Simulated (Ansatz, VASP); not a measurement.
## One calculation of GaP, two programs

```xyz
2
Lattice="0.0000 2.6957 2.6957 2.6957 0.0000 2.6957 2.6957 2.6957 0.0000" Properties=species:S:1:pos:R:3 pbc="T T T"
Ga    0.0000    0.0000    0.0000
P     4.0435    4.0435    4.0435
```

Alike in both runs: functional LDA; k mesh 8 × 8 × 8; no spin polarisation.

Ansatz relaxed the structure, and its values are those at the end. VASP's run is a single point on that final structure, the one shown.

|  | VASP | Ansatz |
| --- | --- | --- |
| version | VASP 6.6.1 | Ansatz 0.2.0 |
| potentials or method | VASP PAW LDA potentials, release 64 (Ga_d, P), cutoff 520 eV | scalar-relativistic, plane waves, PAW |
| occupations | gaussian, width 0.01 eV | fixed |
| valence electrons in the cell | 18 | 18 |

```csv
,VASP,Ansatz,Ansatz less VASP
gap on the k mesh at the Fermi level (eV),1.43,1.43,+0.001
least direct gap on the mesh (eV),1.91,1.88,-0.029
pressure (GPa),0.1,0.0,-0.08
```

LDA's correlation is that of Perdew and Zunger in VASP and of Perdew and Wang (1992) in Ansatz.
